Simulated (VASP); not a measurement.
SrAl2O2:

```
Sr Al O
1.0
     4.00865    0.00000    0.00000
     0.00000    4.00865    0.00000
     0.00000    0.00000    5.43762
Sr Al O
1 2 2
Cartesian
  0.0000 0.0000 0.0000
  2.0043 2.0043 1.3050
  2.0043 2.0043 4.1326
  0.0000 2.0043 2.7188
  2.0043 0.0000 2.7188
```

The cell was generated, and may not be a known phase.

- Program: VASP 6.6.1
- Task: relaxation of cell and atoms
- Functional: PBE
- Potentials or basis: VASP PAW PBE potentials, release 64 (Sr_sv, Al, O)
- Cutoff: 600 eV
- k mesh: 4 × 4 × 4
- Occupations: gaussian, width 0.1 eV
- Spin: no spin polarisation

At the start: pressure -7.8 GPa; volume 17.48 Å³/atom.

Q: How do energy, volume and symmetry change on relaxing?

A: Over 10 steps the energy falls by 314.3 meV/atom and the volume is 15.72 Å³/atom (-10.0 %); space group P4/mmm (No. 123, to 0.1 Å) before and after.

The path:
```tsv
step	energy change (eV)	largest force (eV/Å)	pressure (GPa)	volume (Å³)
1	0.0000	3.9281	-7.81	87.38
2	-1.3800	2.6384	3.53	76.55
3	-1.5004	0.4416	-0.73	78.72
4	-1.5019	0.6034	-0.45	78.54
5	-1.5555	0.1530	0.15	77.85
6	-1.5653	0.1826	0.66	77.45
7	-1.5702	0.1424	0.51	78.11
8	-1.5702	0.1127	0.52	78.05
9	-1.5711	0.0642	-0.22	78.88
10	-1.5714	0.0069	0.01	78.61
```

Final structure:
```
CELL_PARAMETERS angstrom
4.08884 0.00000 0.00000
0.00000 4.08884 0.00000
0.00000 0.00000 4.70174
ATOMIC_POSITIONS crystal
Sr 0.00000 0.00000 0.00000
Al 0.50000 0.50000 0.26011
Al 0.50000 0.50000 0.73989
O 0.00000 0.50000 0.50000
O 0.50000 0.00000 0.50000
```

Caveat: the k points lie up to 0.38 Å⁻¹ apart in the final cell, too coarse for converged energies and pressures of a metal.
